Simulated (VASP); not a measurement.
Set up this calculation in VASP 6.6.1, as the native input.

```
Task                   : relaxation of cell and atoms
Functional             : r2SCAN
Potentials or basis    : VASP PAW PBE potentials, release 64 (Al, Ni)
Cutoff                 : 600 eV
k mesh                 : 14 × 14 × 14
Occupations            : gaussian, width 0.1 eV
Spin                   : no spin polarisation
Dipole correction      : no
Further INCAR settings : ALGO = Normal; EDIFF = 1e-06; IBRION = 2; EDIFFG = -0.005; NSW = 100; ISIF = 3
```

AlNi:

```
CELL_PARAMETERS angstrom
2.85971 0.00000 0.00000
0.00000 2.85971 0.00000
0.00000 0.00000 2.85971
ATOMIC_POSITIONS crystal
Al 0.50000 0.50000 0.50000
Ni 0.00000 0.00000 0.00000
```

These files were run (other wordings do the same):

POSCAR

```
AlNi
1.0
    2.8597112900      0.0000000000      0.0000000000
    0.0000000000      2.8597112900      0.0000000000
    0.0000000000      0.0000000000      2.8597112900
Al Ni
1 1
Direct
    0.5000000000      0.5000000000      0.5000000000
    0.0000000000      0.0000000000      0.0000000000
```

INCAR.step1

```
SYSTEM = AlNi
PREC = Accurate ; ENCUT = 600
ISMEAR = 0 ; SIGMA = 0.1
LREAL = .FALSE. ; LASPH = .TRUE.
NELM = 80 ; GGA = PE
ALGO = Normal ; EDIFF = 1E-4
LWAVE = .TRUE. ; LCHARG = .FALSE.
```

INCAR.step2

```
SYSTEM = AlNi
PREC = Accurate ; ENCUT = 600
EDIFF = 1E-6 ; ISMEAR = 0
SIGMA = 0.1 ; LREAL = .FALSE.
LASPH = .TRUE. ; NELM = 80
ALGO = Normal ; ISIF = 3
LWAVE = .FALSE. ; LCHARG = .FALSE.
METAGGA = R2SCAN ; LMIXTAU = .TRUE.
IBRION = 2 ; NSW = 100
EDIFFG = -0.005 ; ISTART = 1
```

KPOINTS

```
Automatic mesh
0
G
  14 14 14
  0 0 0
```

Potentials or basis: VASP PAW PBE potentials, release 64 (Al, Ni).

Command:

```sh
$ cat potpaw_PBE.64/Al/POTCAR potpaw_PBE.64/Ni/POTCAR > POTCAR
$ cp INCAR.step1 INCAR
$ mpirun -np 1 vasp_std > vasp.out
$ cp INCAR.step2 INCAR
$ mpirun -np 1 vasp_std > vasp.out
```

It gave:

- Relaxed volume: 11.72 Å³/atom
- Relaxed cell: a = 2.862 Å, b = 2.862 Å, c = 2.862 Å, α = 90.00°, β = 90.00°, γ = 90.00°
- Space group after relaxing (to 0.05 Å): Pm-3m (No. 221)
- Energy gained by relaxing: 0.0 meV/atom
- Ionic steps: 3
- Pressure after relaxing: 0.0 GPa

Caveat: the PAW data sets were made with another functional, which shifts forces and pressure a little.

It took 100 s on 1 thread of Intel(R) Xeon(R) Platinum 8488C (Sapphire Rapids), on a shared host, peak memory 0.18 GiB.
